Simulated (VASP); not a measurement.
# PbO2 (Fm-3m) in VASP: a series of runs

Aim: see how the results for PbO2 move with the level of theory and the settings. Levels: RPBE+D3(BJ), PBEsol+D3(BJ), PBEsol+D4, PBE+D3(BJ), PBE+D4. Tasks: single point.

All numbers are computed with VASP 6.6.1; they aren't measurements. Logs are shortened: lines on timing, memory, paths and dates and some standing lists are left out, and cuts for length are marked.

## Step 1: The cell of the first run

Symmetry: Fm-3m, No. 225, cubic system. The conventional cell has a = 5.234 Å, b = 5.234 Å, c = 5.234 Å, α = 90.00°, β = 90.00°, γ = 90.00°. Pb (site symmetry m-3m) has 8 O at 2.27 Å within 3.0 Å. Within 3.0 Å of O (site symmetry -43m) lie 4 Pb at 2.27 Å and 6 O at 2.62 Å.

## Step 2: Single point, RPBE+D3(BJ)

File INCAR:

```
SYSTEM = PbO2
PREC = Accurate
ENCUT = 520
EDIFF = 1E-7
ISMEAR = -1
SIGMA = 0.05
LREAL = .FALSE.
LASPH = .TRUE.
NELM = 80
ALGO = Normal
ISIF = 2
LWAVE = .FALSE.
LCHARG = .TRUE.
GGA = RP
IVDW = 12
LELF = .TRUE.
LVHAR = .TRUE.
NBANDS = 20
```

File KPOINTS:

```
Automatic mesh
0
G
  9 9 9
  0 0 0
```

File POSCAR:

```
PbO2
1.0
    0.0000000000      2.6170576194      2.6170576194
    2.6170576194      0.0000000000      2.6170576194
    2.6170576194      2.6170576194      0.0000000000
Pb O
1 2
Direct
    0.0000000000      0.0000000000      0.0000000000
    0.7500000000      0.7500000000      0.7500000000
    0.2500000000      0.2500000000      0.2500000000
```

Potentials or basis: VASP PAW PBE potentials, release 64 (Pb_d, O).

Command:

```bash
cat potpaw_PBE.64/Pb_d/POTCAR potpaw_PBE.64/O/POTCAR > POTCAR
mpirun -np 1 vasp_std > vasp.out
```

OUTCAR:

```text
SYSTEM = PbO2
   PREC = Accurate
   ENCUT = 520
   EDIFF = 1E-7
   ISMEAR = -1
   LREAL = .FALSE.
   LASPH = .TRUE.
   NELM = 80
   ISIF = 2
   GGA = RP
   IVDW = 12
 IVDW          = 12

 ion  position               nearest neighbor table
   1  0.000  0.000  0.000-   2 2.27   2 2.27   2 2.27   3 2.27   3 2.27   3 2.27   3 2.27   2 2.27

   2  0.750  0.750  0.750-   1 2.27   1 2.27   1 2.27   1 2.27
   3  0.250  0.250  0.250-   1 2.27   1 2.27   1 2.27   1 2.27

  LATTYP: Found a face centered cubic cell.
 ALAT       =     5.2341152388

  Lattice vectors:

 A1 = (   0.0000000000,   2.6170576194,   2.6170576194)
 A2 = (   2.6170576194,   0.0000000000,   2.6170576194)
 A3 = (   2.6170576194,   2.6170576194,   0.0000000000)

Analysis of symmetry for initial positions (statically):
=====================================================================
 Subroutine PRICEL returns:
 Original cell was already a primitive cell.

 Routine SETGRP: Setting up the symmetry group for a
 face centered cubic supercell.

 Subroutine GETGRP returns: Found 48 space group operations
 (whereof 48 operations were pure point group operations)
 out of a pool of 48 trial point group operations.

The static configuration has the point symmetry O_h .

Analysis of symmetry for dynamics (positions and initial velocities):
=====================================================================
 Subroutine PRICEL returns:
 Original cell was already a primitive cell.

 Routine SETGRP: Setting up the symmetry group for a
 face centered cubic supercell.

 Subroutine GETGRP returns: Found 48 space group operations
 (whereof 48 operations were pure point group operations)
 out of a pool of 48 trial point group operations.

The dynamic configuration has the point symmetry O_h .

 Subroutine INISYM returns: Found 48 space group operations
 (whereof 48 operations are pure point group operations),
 and found     1 'primitive' translations

----------------------------------------------------------------------------------------

                                     Primitive cell

  volume of cell :      35.8484

  direct lattice vectors                    reciprocal lattice vectors
     0.000000000  2.617057619  2.617057619    -0.191054257  0.191054257  0.191054257
     2.617057619  0.000000000  2.617057619     0.191054257 -0.191054257  0.191054257
     2.617057619  2.617057619  0.000000000     0.191054257  0.191054257 -0.191054257

  length of vectors
     3.701078379  3.701078379  3.701078379     0.330915681  0.330915681  0.330915681

  position of ions in fractional coordinates (direct lattice)
     0.000000000  0.000000000  0.000000000
     0.750000000  0.750000000  0.750000000
     0.250000000  0.250000000  0.250000000

  ion indices of the primitive-cell ions
   primitive index   ion index
                 1           1
                 2           2
                 3           3

----------------------------------------------------------------------------------------

 KPOINTS: Automatic mesh

Automatic generation of k-mesh.
 Grid dimensions read from file:
 generate k-points for:    9    9    9

 Generating k-lattice:

  Cartesian coordinates                     Fractional coordinates (reciprocal lattice)
    -0.021228251  0.021228251  0.021228251     0.111111111  0.000000000  0.000000000
     0.021228251 -0.021228251  0.021228251     0.000000000  0.111111111  0.000000000
     0.021228251  0.021228251 -0.021228251     0.000000000  0.000000000  0.111111111

  Length of vectors
     0.036768409  0.036768409  0.036768409

  Shift w.r.t. Gamma in fractional coordinates (k-lattice)
     0.000000000  0.000000000  0.000000000

 Subroutine IBZKPT returns following result:
 ===========================================

 Found     35 irreducible k-points:

 Following reciprocal coordinates:
            Coordinates               Weight
  0.000000  0.000000  0.000000      1.000000
  0.111111  0.000000  0.000000      8.000000
  0.222222  0.000000  0.000000      8.000000
  0.333333  0.000000  0.000000      8.000000
  0.444444  0.000000  0.000000      8.000000
  0.111111  0.111111  0.000000      6.000000
[... 16 lines left out ...]
 -0.333333  0.333333  0.000000     12.000000
  0.444444  0.444444  0.000000      6.000000
 [... further k-points ...]
   k-points           NKPTS =     35   k-points in BZ     NKDIM =     35   number of bands    NBANDS=     20
   number of dos      NEDOS =    301   number of ions     NIONS =      3
   total plane-waves  NPLWV =  21952
   dimension x,y,z NGX =    28 NGY =   28 NGZ =   28
   dimension x,y,z NGXF=    56 NGYF=   56 NGZF=   56
   ions per type =               1   2
   NGX,Y,Z   is equivalent  to a cutoff of  12.58, 12.58, 12.58 a.u.
   NGXF,Y,Z  is equivalent  to a cutoff of  25.15, 25.15, 25.15 a.u.
 SYSTEM =  PbO2
   PREC   = accura    normal or accurate (medium, high low for compatibility)
   ISTART =      0    job   : 0-new  1-cont  2-samecut
   ICHARG =      2    charge: 1-file 2-atom 10-const
   ISPIN  =      1    spin polarized calculation?
   LNONCOLLINEAR =      F non collinear calculations
   LSORBIT =      F    spin-orbit coupling
   LASPH  =      T    aspherical Exc in radial PAW
   ENCUT  =  520.0 eV  38.22 Ry    6.18 a.u.   6.88  6.88  6.88*2*pi/ulx,y,z
   NELM   =     80;   NELMIN=  2; NELMDL= -5     # of ELM steps
   EDIFF  = 0.1E-06   stopping-criterion for ELM
   LREAL  =      F    real-space projection
   EDIFFG = 0.1E-05   stopping-criterion for IOM
   NSW    =      0    number of steps for IOM
   IBRION =     -1    ionic relax: 0-MD 1-quasi-New 2-CG
   NFREE  =      0    steps in history (QN), initial steepest desc. (CG)
   ISIF   =      2    stress and relaxation
   ISYM   =      2    0-nonsym 1-usesym 2-fastsym
   POTIM  = 0.5000    time-step for ionic-motion
   TEBEG  =    0.0;   TEEND  =   0.0 temperature during run
   PSTRESS=    0.0 pullay stress
   NELECT =      26.0000    total number of electrons
   NUPDOWN=      -1.0000    fix difference up-down
   EMIN   =  10.00;   EMAX   =-10.00  energy-range for DOS
   EFERMI =   0.00;   METHOD = LEGACY
   ISMEAR =    -1;   SIGMA  =   0.05  broadening in eV -4-tet -1-fermi 0-gaus
   EFERMI_NEDOS =   21; number of points for ismear=-14 and -15
   IALGO  =     38    algorithm
   IMIX   =      4    mixing-type and parameters
     AMIX     =   0.40;   BMIX     =  1.00
     AMIX_MAG =   1.60;   BMIX_MAG =  1.00
  volume/ion in A,a.u.               =      11.95        80.64
  Fermi-wavevector in a.u.,A,eV,Ry     =   1.470876  2.779552 29.435872  2.163476
  Thomas-Fermi vector in A             =   2.586080
   LORBIT       =      0    0 simple, 1 ext, 2 COOP (PROOUT), +10 PAW based schemes
   GGA     = RP    functional components
   LHFCALC =     F    Hartree Fock is set to
   AEXX    =    0.0000 exact exchange contribution
   IVDW    =    12    specifies the selected vdW correction
   LEPSILON=     F    determine dielectric tensor
   LRPA    =     F    only Hartree local field effects (RPA)
 non-spin polarized calculation
  energy-cutoff  :      520.00
  volume of cell :       35.85
 maximum number of plane-waves:       981
   NGX = 13   NGY = 13   NGZ = 13

 number of electron      26.0000007 magnetization

 Free energy of the ion-electron system (eV)
  ---------------------------------------------------
  ext. energy  EPLUGINS =         0.00000000
  ---------------------------------------------------
  free energy    TOTEN  =       -14.11600705 eV

  energy without entropy =      -14.11150892  energy(sigma->0) =      -14.11375798

 E-fermi :   7.0997     XC(G=0): -11.4416

 val. band max:        7.0149884478   @ k =  -0.3333   0.4444   0.2222
 cond. band min:       7.1115114355   @ k =   0.1111   0.0000   0.0000
 fundamental gap:      0.0965229877
 Fermi energy:         7.0997008540

 k-point     1 :       0.0000    0.0000    0.0000
  band No.  band energies     occupation
      1     -12.3206      2.00000
      2      -8.9334      2.00000
      3      -8.8359      2.00000
      4      -8.8359      2.00000
      5      -8.8359      2.00000
      6      -8.4945      2.00000
[... 12 lines left out ...]
     19      23.2572      0.00000
     20      23.2572      0.00000

 k-point     2 :       0.1111    0.0000    0.0000
  band No.  band energies     occupation
      1     -12.2054      2.00000
      2      -9.6043      2.00000
      3      -8.8154      2.00000
      4      -8.8154      2.00000
      5      -8.4962      2.00000
      6      -8.4962      2.00000
[... 12 lines left out ...]
     19      23.1789      0.00000
     20      23.1789      0.00000

 k-point     3 :       0.2222    0.0000    0.0000
  band No.  band energies     occupation
      1     -11.9082      2.00000
      2     -10.1632      2.00000
      3      -8.7712      2.00000
      4      -8.7712      2.00000
      5      -8.4913      2.00000
      6      -8.4913      2.00000
[... 12 lines left out ...]
     19      23.0468      0.00000
     20      23.0468      0.00000

 k-point     4 :       0.3333    0.0000    0.0000
  band No.  band energies     occupation
      1     -11.6125      2.00000
      2     -10.4193      2.00000
      3      -8.7404      2.00000
      4      -8.7404      2.00000
      5      -8.4639      2.00000
      6      -8.4639      2.00000
[... 12 lines left out ...]
     19      22.9633      0.00000
     20      23.1260      0.00000

 k-point     5 :       0.4444    0.0000    0.0000
  band No.  band energies     occupation
      1     -11.5225      2.00000
      2     -10.3555      2.00000
      3      -8.7326      2.00000
      4      -8.7326      2.00000
      5      -8.4323      2.00000
      6      -8.4323      2.00000
[... 12 lines left out ...]
     19      22.9066      0.00000
     20      22.9066      0.00000
[... 353 lines left out ...]
      6      -8.4158      2.00000
[... 12 lines left out ...]
     19      23.5478      0.00000
     20      25.5312      0.00000

 k-point    22 :      -0.4444    0.3333    0.0000
  band No.  band energies     occupation
      1     -11.1882      2.00000
      2     -10.8403      2.00000
      3      -8.6293      2.00000
      4      -8.5357      2.00000
      5      -8.4365      2.00000
      6      -8.0550      2.00000
[... 12 lines left out ...]
     19      23.9708      0.00000
     20      24.5811      0.00000

 k-point    23 :      -0.3333    0.3333    0.0000
  band No.  band energies     occupation
      1     -11.1685      2.00000
      2     -10.8930      2.00000
      3      -8.5929      2.00000
      4      -8.5589      2.00000
      5      -8.4804      2.00000
      6      -7.6192      2.00000
[... 12 lines left out ...]
     19      23.3518      0.00000
     20      25.1683      0.00000

 k-point    24 :       0.4444    0.4444    0.0000
  band No.  band energies     occupation
      1     -11.2427      2.00000
      2     -10.7141      2.00000
      3      -8.6719      2.00000
      4      -8.4908      2.00000
      5      -8.4908      2.00000
      6      -8.4095      2.00000
[... 12 lines left out ...]
     19      23.4201      0.00000
     20      24.9888      0.00000

 [... further k-points ...]

------------------------ aborting loop because EDIFF is reached ----------------------------------------

 Edisp (eV)   -3.57600

 E8    (eV) :    -2.2804

  FORCE on cell =-STRESS in cart. coord.  units (eV):
  Direction    XX          YY          ZZ          XY          YZ          ZX
  --------------------------------------------------------------------------------------
  -------------------------------------------------------------------------------------
  Total       0.07984     0.07984     0.07984     0.00000     0.00000     0.00000
  in kB       3.56827     3.56827     3.56827     0.00000     0.00000     0.00000
  external pressure =        3.57 kB  Pullay stress =        0.00 kB

 VOLUME and BASIS-vectors are now :
 -----------------------------------------------------------------------------
  energy-cutoff  :      520.00
  volume of cell :       35.85
      direct lattice vectors                 reciprocal lattice vectors
     0.000000000  2.617057619  2.617057619    -0.191054257  0.191054257  0.191054257
     2.617057619  0.000000000  2.617057619     0.191054257 -0.191054257  0.191054257
     2.617057619  2.617057619  0.000000000     0.191054257  0.191054257 -0.191054257

 POSITION                                       TOTAL-FORCE (eV/Angst)
 -----------------------------------------------------------------------------------
      0.00000      0.00000      0.00000        -0.000000      0.000000     -0.000000
      3.92559      3.92559      3.92559        -0.000000      0.000000     -0.000000
      1.30853      1.30853      1.30853         0.000000     -0.000000      0.000000
 -----------------------------------------------------------------------------------
    total drift:                                0.000000      0.000000      0.000000

  FREE ENERGIE OF THE ION-ELECTRON SYSTEM (eV)
  ---------------------------------------------------
  free  energy   TOTEN  =       -17.6920111943 eV

  energy  without entropy=      -17.6875130596  energy(sigma->0) =      -17.68976213
```

It took 57 s on 1 thread of AMD EPYC 7R13, shared host; peak memory 0.15 GiB.

Results:

```
Free energy                : -17.6920 eV
Pressure                   : 0.4 GPa
Band gap on the k mesh     : zero (band 13 reaches 7.01 eV, above the bottom of band 14 at 5.67 eV)
Dispersion energy per atom : -1.192 eV
```

Caveat: the PAW data sets were made with another functional, which shifts forces and pressure a little; spin-orbit coupling is left out, which moves the levels of the heavy elements; pairwise dispersion overbinds metals, which lowers pressure and volume.

(Part 1 of 3 ends here.)
